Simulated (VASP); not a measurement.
# I (Fm-3m) in VASP: relaxation of cell and atoms with PBEsol

Aim: the relaxation of cell and atoms of I with PBEsol.

Everything below comes from runs of VASP 6.6.1. Logs are shortened: lines on timing, memory, paths and dates and some standing lists are left out, and cuts for length are marked.

### Step 1. The cell of the first run

The structure is cubic, space group Fm-3m (No. 225). The conventional cell has a = 5.143 Å, b = 5.143 Å, c = 5.143 Å, α = 90.00°, β = 90.00°, γ = 90.00°. I (site symmetry m-3m) has 12 I at 3.64 Å within 4.8 Å.

### Step 2. Relaxation of cell and atoms, PBEsol

INCAR reads:

```
SYSTEM = I
ALGO = Normal ; EDIFF = 1E-7
EDIFFG = -0.005 ; ENCUT = 600
GGA = PS ; IBRION = 2
ISIF = 3 ; ISMEAR = -1
LASPH = .True. ; LCHARG = .False.
LREAL = .False. ; LWAVE = .False.
NELM = 80 ; NSW = 60
PREC = Accurate ; SIGMA = 0.05
```

KPOINTS reads:

```
k-points
0
Gamma
  14 14 14
  0 0 0
```

POSCAR reads:

```
I
1.0
    0.0000000000      2.5712815907      2.5712815907
    2.5712815907      0.0000000000      2.5712815907
    2.5712815907      2.5712815907      0.0000000000
I
1
Direct
    0.0000000000      0.0000000000      0.0000000000
```

Potentials or basis: VASP PAW PBE potentials, release 64 (I).

The run is started by

```console
$ cat potpaw_PBE.64/I/POTCAR > POTCAR
$ mpirun -np 1 vasp_std > vasp.out
```

OUTCAR:

```text
SYSTEM = I
   EDIFF = 1E-7
   EDIFFG = -0.005
   ENCUT = 600
   GGA = PS
   IBRION = 2
   ISIF = 3
   ISMEAR = -1
   LASPH = .True.
   LREAL = .False.
   NELM = 80
   NSW = 60
   PREC = Accurate

 ion  position               nearest neighbor table
   1  0.000  0.000  0.000-

  LATTYP: Found a face centered cubic cell.
 ALAT       =     5.1425631814

  Lattice vectors:

 A1 = (   0.0000000000,   2.5712815907,   2.5712815907)
 A2 = (   2.5712815907,   0.0000000000,   2.5712815907)
 A3 = (   2.5712815907,   2.5712815907,   0.0000000000)

Analysis of symmetry for initial positions (statically):
=====================================================================
 Subroutine PRICEL returns:
 Original cell was already a primitive cell.

 Routine SETGRP: Setting up the symmetry group for a
 face centered cubic supercell.

 Subroutine GETGRP returns: Found 48 space group operations
[... 9 lines left out ...]

 Routine SETGRP: Setting up the symmetry group for a
 face centered cubic supercell.

 Subroutine GETGRP returns: Found 48 space group operations
[... 11 lines left out ...]
                                     Primitive cell

  volume of cell :      34.0000

  direct lattice vectors                    reciprocal lattice vectors
     0.000000000  2.571281591  2.571281591    -0.194455559  0.194455559  0.194455559
     2.571281591  0.000000000  2.571281591     0.194455559 -0.194455559  0.194455559
     2.571281591  2.571281591  0.000000000     0.194455559  0.194455559 -0.194455559

  length of vectors
     3.636341298  3.636341298  3.636341298     0.336806909  0.336806909  0.336806909

  position of ions in fractional coordinates (direct lattice)
     0.000000000  0.000000000  0.000000000

  ion indices of the primitive-cell ions
   primitive index   ion index
                 1           1

----------------------------------------------------------------------------------------

 KPOINTS: k-points

Automatic generation of k-mesh.
 Grid dimensions read from file:
 generate k-points for:   14   14   14

 Generating k-lattice:

  Cartesian coordinates                     Fractional coordinates (reciprocal lattice)
    -0.013889683  0.013889683  0.013889683     0.071428571  0.000000000  0.000000000
     0.013889683 -0.013889683  0.013889683     0.000000000  0.071428571  0.000000000
     0.013889683  0.013889683 -0.013889683     0.000000000  0.000000000  0.071428571

  Length of vectors
     0.024057636  0.024057636  0.024057636

  Shift w.r.t. Gamma in fractional coordinates (k-lattice)
     0.000000000  0.000000000  0.000000000

 Subroutine IBZKPT returns following result:
 ===========================================

 Found    104 irreducible k-points:

 Following reciprocal coordinates:
            Coordinates               Weight
  0.000000  0.000000  0.000000      1.000000
  0.071429  0.000000  0.000000      8.000000
  0.142857  0.000000  0.000000      8.000000
  0.214286  0.000000  0.000000      8.000000
  0.285714  0.000000  0.000000      8.000000
  0.357143  0.000000  0.000000      8.000000
[... 16 lines left out ...]
  0.214286  0.142857  0.000000     24.000000
  0.285714  0.142857  0.000000     24.000000
 [... further k-points ...]
   k-points           NKPTS =    104   k-points in BZ     NKDIM =    104   number of bands    NBANDS=      7
   number of dos      NEDOS =    301   number of ions     NIONS =      1
   total plane-waves  NPLWV =  27000
   dimension x,y,z NGX =    30 NGY =   30 NGZ =   30
   dimension x,y,z NGXF=    60 NGYF=   60 NGZF=   60
   ions per type =               1
   NGX,Y,Z   is equivalent  to a cutoff of  13.72, 13.72, 13.72 a.u.
   NGXF,Y,Z  is equivalent  to a cutoff of  27.43, 27.43, 27.43 a.u.
 SYSTEM =  I
   PREC   = accura    normal or accurate (medium, high low for compatibility)
   ISTART =      0    job   : 0-new  1-cont  2-samecut
   ICHARG =      2    charge: 1-file 2-atom 10-const
   ISPIN  =      1    spin polarized calculation?
   LNONCOLLINEAR =      F non collinear calculations
   LSORBIT =      F    spin-orbit coupling
   LASPH  =      T    aspherical Exc in radial PAW
   ENCUT  =  600.0 eV  44.10 Ry    6.64 a.u.   7.26  7.26  7.26*2*pi/ulx,y,z
   NELM   =     80;   NELMIN=  2; NELMDL= -5     # of ELM steps
   EDIFF  = 0.1E-06   stopping-criterion for ELM
   LREAL  =      F    real-space projection
   EDIFFG = -.5E-02   stopping-criterion for IOM
   NSW    =     60    number of steps for IOM
   IBRION =      2    ionic relax: 0-MD 1-quasi-New 2-CG
   NFREE  =      1    steps in history (QN), initial steepest desc. (CG)
   ISIF   =      3    stress and relaxation
   ISYM   =      2    0-nonsym 1-usesym 2-fastsym
   POTIM  = 0.5000    time-step for ionic-motion
   TEBEG  =    0.0;   TEEND  =   0.0 temperature during run
   PSTRESS=    0.0 pullay stress
   NELECT =       7.0000    total number of electrons
   NUPDOWN=      -1.0000    fix difference up-down
   EMIN   =  10.00;   EMAX   =-10.00  energy-range for DOS
   EFERMI =   0.00;   METHOD = LEGACY
   ISMEAR =    -1;   SIGMA  =   0.05  broadening in eV -4-tet -1-fermi 0-gaus
   EFERMI_NEDOS =   21; number of points for ismear=-14 and -15
   IALGO  =     38    algorithm
   IMIX   =      4    mixing-type and parameters
     AMIX     =   0.40;   BMIX     =  1.00
     AMIX_MAG =   1.60;   BMIX_MAG =  1.00
  volume/ion in A,a.u.               =      34.00       229.44
  Fermi-wavevector in a.u.,A,eV,Ry     =   0.966677  1.826754 12.714150  0.934464
  Thomas-Fermi vector in A             =   2.096498
   LORBIT       =      0    0 simple, 1 ext, 2 COOP (PROOUT), +10 PAW based schemes
   GGA     = PS    functional components
   LHFCALC =     F    Hartree Fock is set to
   AEXX    =    0.0000 exact exchange contribution
   IVDW    =     0    specifies the selected vdW correction
   LEPSILON=     F    determine dielectric tensor
   LRPA    =     F    only Hartree local field effects (RPA)
 conjugate gradient relaxation of ions
 non-spin polarized calculation
  energy-cutoff  :      600.00
  volume of cell :       34.00
 maximum number of plane-waves:      1158
 NGX is ok and might be reduce to    30
   NGX = 15   NGY = 15   NGZ = 15

--------------------------------------- Ionic step        1  -------------------------------------------

 number of electron       7.0000000 magnetization

 Free energy of the ion-electron system (eV)
  ---------------------------------------------------
  ext. energy  EPLUGINS =         0.00000000
  ---------------------------------------------------
  free energy    TOTEN  =        -1.37391589 eV

  energy without entropy =       -1.36141362  energy(sigma->0) =       -1.36766475

------------------------ aborting loop because EDIFF is reached ----------------------------------------

  FORCE on cell =-STRESS in cart. coord.  units (eV):
  Direction    XX          YY          ZZ          XY          YZ          ZX
  --------------------------------------------------------------------------------------
  -------------------------------------------------------------------------------------
  Total       -0.4012620     -0.4012620     -0.4012620     -0.0000000     -0.0000000      0.0000000
  in kB      -18.9086156    -18.9086156    -18.9086156     -0.0000000     -0.0000000      0.0000000
  external PRESSURE =     -18.9086156 kB  Pullay stress =       0.0000000 kB

 VOLUME and BASIS-vectors are now :
 -----------------------------------------------------------------------------
  energy-cutoff  :      600.00
  volume of cell :       34.00
      direct lattice vectors                 reciprocal lattice vectors
     0.000000000  2.571281591  2.571281591    -0.194455559  0.194455559  0.194455559
     2.571281591  0.000000000  2.571281591     0.194455559 -0.194455559  0.194455559
     2.571281591  2.571281591  0.000000000     0.194455559  0.194455559 -0.194455559
[... 36 lines left out ...]
 POSITION                                       TOTAL-FORCE (eV/Angst)
 -----------------------------------------------------------------------------------
      5.04301      2.52151      2.52151        -0.000000      0.000000     -0.000000
 -----------------------------------------------------------------------------------
    total drift:                                0.000000      0.000000      0.000000

  FREE ENERGIE OF THE ION-ELECTRON SYSTEM (eV)
  ---------------------------------------------------
  free  energy   TOTEN  =        -1.3876208493 eV

  energy  without entropy=       -1.3765362426  energy(sigma->0) =       -1.38207855

--------------------------------------- Ionic step        3  -------------------------------------------

 number of electron       7.0000000 magnetization

 Free energy of the ion-electron system (eV)
  ---------------------------------------------------
  ext. energy  EPLUGINS =         0.00000000
  ---------------------------------------------------
  free energy    TOTEN  =        -1.38783974 eV

  energy without entropy =       -1.37692960  energy(sigma->0) =       -1.38238467

 E-fermi :   5.6224     XC(G=0):  -9.7152

 val. band max:        5.6145373767   @ k =   0.5000   0.0714   0.0000
 cond. band min:       5.6598931146   @ k =  -0.2857   0.0714   0.0000
 fundamental gap:      0.0453557379
 Fermi energy:         5.6224184366

 k-point     1 :       0.0000    0.0000    0.0000
  band No.  band energies     occupation
      1      -8.4757      2.00000
      2       6.8349      0.00000
      3       6.8349      0.00000
      4       6.8349      0.00000
      5      13.2131      0.00000
      6      15.2083      0.00000
      7      15.2083      0.00000

 k-point     2 :       0.0714    0.0000    0.0000
  band No.  band energies     occupation
      1      -8.4108      2.00000
      2       6.3355      0.00000
      3       6.7825      0.00000
      4       6.7825      0.00000
      5      13.5397      0.00000
      6      14.8581      0.00000
      7      15.3337      0.00000
[... 201 lines left out ...]
 k-point    23 :       0.2143    0.1429    0.0000
  band No.  band energies     occupation
      1      -7.9119      2.00000
      2       4.4792      2.00000
      3       5.9142      0.00582
      4       5.9923      0.00123
      5      13.0632      0.00000
      6      14.1906      0.00000
      7      16.0000      0.00000

 k-point    24 :       0.2857    0.1429    0.0000
  band No.  band energies     occupation
      1      -7.5914      2.00000
      2       3.3135      2.00000
      3       5.6947      0.38130
      4       5.7440      0.16157
      5      12.8790      0.00000
      6      14.1422      0.00000
      7      15.7398      0.00000

 [... further k-points ...]
[... 5 lines left out ...]
  --------------------------------------------------------------------------------------
  -------------------------------------------------------------------------------------
  Total       -0.0020769     -0.0020769     -0.0020769      0.0000000     -0.0000000     -0.0000000
  in kB       -0.1046005     -0.1046005     -0.1046005      0.0000000     -0.0000000     -0.0000000
  external PRESSURE =      -0.1046005 kB  Pullay stress =       0.0000000 kB

 VOLUME and BASIS-vectors are now :
 -----------------------------------------------------------------------------
  energy-cutoff  :      600.00
  volume of cell :       31.81
      direct lattice vectors                 reciprocal lattice vectors
    -0.000000000  2.514886653  2.514886653    -0.198816117  0.198816117  0.198816117
     2.514886653 -0.000000000  2.514886653     0.198816117 -0.198816117  0.198816117
     2.514886653  2.514886653  0.000000000     0.198816117  0.198816117 -0.198816117

 POSITION                                       TOTAL-FORCE (eV/Angst)
 -----------------------------------------------------------------------------------
     -0.00000      0.00000      0.00000         0.000000      0.000000     -0.000000
 -----------------------------------------------------------------------------------
    total drift:                                0.000000     -0.000000     -0.000000

  FREE ENERGIE OF THE ION-ELECTRON SYSTEM (eV)
  ---------------------------------------------------
  free  energy   TOTEN  =        -1.3878397422 eV

  energy  without entropy=       -1.3769296044  energy(sigma->0) =       -1.38238467

 reached required accuracy - stopping structural energy minimisation
```

Wall time 68 s (1 thread of Intel Xeon Platinum 8259CL at 2.50GHz (Skylake/Cascade Lake), shared host); peak memory 0.19 GiB.

Results:

```yaml
Free_energy: -1.3878 eV
Relaxed_volume: 31.81 Å³/atom
Relaxed_cell: a = 3.557 Å, b = 3.557 Å, c = 3.557 Å, α = 60.00°, β = 60.00°, γ = 60.00°
Space_group_after_relaxing_to_0.05_Å: Fm-3m (No. 225)
Energy_gained_by_relaxing: 13.9 meV/atom
Ionic_steps: 3
Pressure_after_relaxing: 0.0 GPa
```

Step by step:
```
step  energy change (eV)  largest force (eV/Å)  pressure (GPa)  volume (Å³)
   1              0.0000                0.0000           -1.89        34.00
   2             -0.0137                0.0000           -0.27        32.06
   3             -0.0139                0.0000           -0.01        31.81
```

Final structure:
```
I
1.0
     0.00000    2.51489    2.51489
     2.51489    0.00000    2.51489
     2.51489    2.51489    0.00000
I
1
Direct
  0.00000 0.00000 0.00000
```

Levels at points of the mesh, in eV from the Fermi level:
```
           k point  band 1  band 2  band 3  band 4  band 5  band 6  band 7
(0.00, 0.00, 0.00)  -14.10    1.21    1.21    1.21    7.59    9.59    9.59
(0.50, 0.00, 0.00)  -12.31   -5.30    0.35    0.35    6.45    8.97    8.97
(0.50, 0.50, 0.00)  -11.65   -4.76   -1.36   -1.36    4.31    5.13   17.36
```

Caveat: the PAW data sets were made with another functional, which shifts forces and pressure a little; spin-orbit coupling is left out, which moves the levels of the heavy elements; an odd number of electrons without spin polarisation forces a metal; a magnetic or distorted state may lie lower.
